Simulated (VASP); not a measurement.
Input of a VASP 6.6.1 run:

Contents of POSCAR:

```
MoS2
1.0
    1.5855000000      0.9153888518      6.1149966667
   -1.5855000000      0.9153888518      6.1149966667
    0.0000000000     -1.8307777036      6.1149966667
Mo S
1 2
Direct
    0.0000000000      0.0000000000      0.0000000000
    0.7500000000      0.7500000000      0.7500000000
    0.2500000000      0.2500000000      0.2500000000
```

INCAR.step1

```
SYSTEM = MoS2
ALGO = Normal ; EDIFF = 1E-4
ENCUT = 520 ; GGA = PE
ISMEAR = 0 ; LASPH = .TRUE.
LCHARG = .FALSE. ; LREAL = .FALSE.
LWAVE = .TRUE. ; NBANDS = 20
NELECT = 26.1 ; NELM = 60
PREC = Accurate ; SIGMA = 0.05
```

INCAR.step2

```
SYSTEM = MoS2
ALGO = Normal ; EDIFF = 1E-6
ENCUT = 520 ; ISIF = 2
ISMEAR = 0 ; ISTART = 1
LASPH = .TRUE. ; LCHARG = .FALSE.
LMIXTAU = .TRUE. ; LREAL = .FALSE.
LWAVE = .FALSE. ; METAGGA = R2SCAN
NBANDS = 20 ; NELECT = 26.1
NELM = 60 ; PREC = Accurate
SIGMA = 0.05
```

File KPOINTS:

```
k-points
0
G
  12 12 12
  0 0 0
```

Potentials or basis: VASP PAW PBE potentials, release 64 (Mo_sv, S).

The run is started by

```bash
$ cat potpaw_PBE.64/Mo_sv/POTCAR potpaw_PBE.64/S/POTCAR > POTCAR
$ cp INCAR.step1 INCAR
$ mpirun -np 1 vasp_std > vasp.out
$ cp INCAR.step2 INCAR
$ mpirun -np 1 vasp_std > vasp.out
```

**Question.** What does it give for the largest force?

**Answer.** 0.818 eV/Å.

Forces on the atoms (eV/Å):
```
Mo   0.000  0.000  0.000
S    0.000  0.000  0.818
S    0.000  0.000 -0.818
```

Caveat: the cell carries a net charge on a neutralising background, which shifts energy and pressure; the PAW data sets were made with another functional, which shifts forces and pressure a little.
